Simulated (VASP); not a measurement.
TaAs:

```
CELL_PARAMETERS angstrom
-1.72181 1.72181 5.86794
1.72181 -1.72181 5.86794
1.72181 1.72181 -5.86794
ATOMIC_POSITIONS crystal
Ta 0.49997 0.49997 0.00000
Ta 0.24997 0.74997 0.50000
As 0.08263 0.08263 0.00000
As 0.83263 0.33263 0.50000
```

Base run:

```yaml
Program: VASP 6.6.1
Functional: PBEsol
Potentials_or_basis: VASP PAW PBE potentials, release 64 (Ta_pv, As)
Cutoff: 520 eV
k_mesh: 11 × 11 × 11
Occupations: fermi-dirac, width 0.05 eV
Spin: no spin polarisation
Hubbard_terms: Ta d U = 8.0 eV
```

Its results: band gap on the k mesh zero (bands 16 and 17 overlap by 0.03 eV); pressure 10.4 GPa; largest force 0.029 eV/Å.

**Question.** The run is repeated on the same cell with these changes: hubbard terms from Ta d U = 8.0 eV to Ta d U = 2.0 eV; further incar settings from ALGO = Normal; EDIFF = 1e-07; NBANDS = 24 to ALGO = Normal; EDIFF = 1e-06; NBANDS = 24. What comes out?

**Answer.** Band gap on the k mesh zero (bands 16 and 17 overlap by 0.01 eV); pressure -0.1 GPa; largest force 0.023 eV/Å.

Caveats: the PAW data sets were made with another functional, which shifts forces and pressure a little; spin-orbit coupling is left out, which moves the levels of the heavy elements; U without spin polarisation on a metal has little footing; the U is typed as a test and isn't derived for this compound; the cell stands under pressure (at least some runs).
